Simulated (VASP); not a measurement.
Wanted: the native input for a VASP 6.6.1 run.

```
Task                   : relaxation of cell and atoms
Functional             : PBE
Potentials or basis    : VASP PAW PBE potentials, release 64 (Au)
Cutoff                 : 600 eV
k mesh                 : 18 × 18 × 18
Occupations            : gaussian, width 0.1 eV
Spin                   : no spin polarisation
Dipole correction      : no
Further INCAR settings : ALGO = Normal; EDIFF = 1e-06; IBRION = 2; EDIFFG = -0.005; NSW = 100; ISIF = 3
```

The structure of Au lies in POSCAR:

```
Au
1.0
    0.0000000000      2.0830626656      2.0830626656
    2.0830626656      0.0000000000      2.0830626656
    2.0830626656      2.0830626656      0.0000000000
Au
1
Direct
    0.0000000000      0.0000000000      0.0000000000
```

One way to write it, as run:

INCAR

```
PREC     = Accurate       # precision mode
ENCUT    = 600            # plane-wave cutoff, eV
EDIFF    = 1E-6           # SCF threshold, eV
ISMEAR   = 0              # smearing method
SIGMA    = 0.1            # smearing width, eV
LREAL    = F              # projectors in reciprocal space
LASPH    = T              # aspherical terms in the spheres
NELM     = 80             # most SCF steps
ALGO     = Normal         # electronic algorithm
ISIF     = 3              # what is computed and relaxed
LWAVE    = F              # write WAVECAR
LCHARG   = F              # write CHGCAR
GGA      = PE             # functional
IBRION   = 2              # ionic algorithm
NSW      = 100            # ionic steps
EDIFFG   = -0.005         # ionic threshold
```

KPOINTS

```
regular mesh
0
Gamma
  18 18 18
```

Potentials or basis: VASP PAW PBE potentials, release 64 (Au).

Run with:

```console
$ cat potpaw_PBE.64/Au/POTCAR > POTCAR
$ mpirun -np 1 vasp_std > vasp.out
```

Results of the run:

```yaml
Relaxed_volume: 17.95 Å³/atom
Relaxed_cell: a = 2.939 Å, b = 2.939 Å, c = 2.939 Å, α = 60.00°, β = 60.00°, γ = 60.00°
Space_group_after_relaxing_to_0.05_Å: Fm-3m (No. 225)
Energy_gained_by_relaxing: 0.4 meV/atom
Ionic_steps: 3
Pressure_after_relaxing: 0.0 GPa
```

It took 21 s on 1 thread of Intel(R) Xeon(R) Platinum 8559C (Emerald Rapids), with other jobs on the host, peak memory 0.18 GiB.
